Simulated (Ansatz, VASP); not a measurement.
**CO2: VASP beside Ansatz**

POSCAR

```
CO2
1.0
   -1.9747270000      1.9747270000      3.0140580000
    1.9747270000     -1.9747270000      3.0140580000
    1.9747270000      1.9747270000     -3.0140580000
O C
4 2
Direct
    0.8750000000      0.9597980000      0.5847980000
    0.3750000000      0.2902020000      0.4152020000
    0.0402020000      0.6250000000      0.9152020000
    0.7097980000      0.1250000000      0.0847980000
    0.0000000000      0.0000000000      0.0000000000
    0.7500000000      0.2500000000      0.5000000000
```

Contents of INCAR.step1:

```
PREC = Accurate ; ENCUT = 520
ISMEAR = -1 ; SIGMA = 0.05
LREAL = False ; LASPH = True
NELM = 80 ; NBANDS = 25
GGA = PE ; ALGO = Normal
EDIFF = 1E-4 ; LWAVE = True
LCHARG = False
```

The input INCAR.step2:

```
PREC = Accurate ; ENCUT = 520
EDIFF = 1E-7 ; ISMEAR = -1
SIGMA = 0.05 ; LREAL = False
LASPH = True ; NELM = 80
ALGO = Normal ; ISIF = 2
LWAVE = False ; LCHARG = True
METAGGA = R2SCAN ; LMIXTAU = True
LELF = True ; LVHAR = True
NBANDS = 25 ; ISTART = 1
```

File KPOINTS:

```
Automatic mesh
0
Gamma
  9 9 9
```

input.yaml

```yaml
crystal:
  lattice:
    - [-1.974727, 1.974727, 3.014058]
    - [1.974727, -1.974727, 3.014058]
    - [1.974727, 1.974727, -3.014058]
  atoms:
    - { symbol: O, position: [0.875, 0.959798, 0.584798] }
    - { symbol: O, position: [0.375, 0.290202, 0.415202] }
    - { symbol: O, position: [0.040202, 0.625, 0.915202] }
    - { symbol: O, position: [0.709798, 0.125, 0.084798] }
    - { symbol: C, position: [0.0, 0.0, 0.0] }
    - { symbol: C, position: [0.75, 0.25, 0.5] }
hamiltonian:
  xc: r2scan
  pseudopotentials: { kind: paw }
kpoints:
  mp_grid: { grid: [9, 9, 9] }
  band_path:
    path:
      - [[0.0, 0.0, 0.0], [0.5, -0.5, 0.0], [0.5, -0.5, 0.2146253035], [0.3573126517, -0.3573126517, 0.3573126517], [0.0, 0.0, 0.0], [0.5, 0.5, -0.5], [0.6426873483, 0.3573126517, -0.3573126517], [0.5, 0.0, 0.0], [0.75, -0.25, -0.25], [0.7853746965, 0.2146253035, -0.5], [0.5, 0.5, -0.5]]
      - [[0.5, -0.5, 0.0], [0.75, -0.25, -0.25]]
    npoints: 14
scf:
  occupations: { method: fermi_dirac, width: 0.05 }
  n_extra_bands: 15
output:
  forces: true
  stress: true
  eigenvalues: true
  fatbands: false
```

Alike in both runs: functional r2SCAN; k mesh 9 × 9 × 9; occupations fermi-dirac, width 0.05 eV; no spin polarisation.

|  | VASP | Ansatz |
| --- | --- | --- |
| version | VASP 6.6.1 | Ansatz 0.2.0 |
| potentials or method | VASP PAW PBE potentials, release 64 (O, C) | Ansatz PAW |
| plane-wave cutoff (eV) | 520 | 500 |
| valence electrons in the cell | 32 | 32 |
| task | single point | band structure |

```tsv
	VASP	Ansatz	Ansatz less VASP
gap on the k mesh at the Fermi level (eV)	8.42	8.52	+0.102
least direct gap on the mesh (eV)	8.83	8.91	+0.088
pressure (GPa)	-5.8	-7.9	-2.09
traceless stress, the component that is largest in VASP (GPa)	-1.06	-0.84	+0.219
rms of the force components (eV/Å)	0.070	0.128	+0.0579
```

VASP's potentials were made for PBE, not for r2SCAN. Atom by atom the forces differ by 0.058 eV/Å (rms over components).
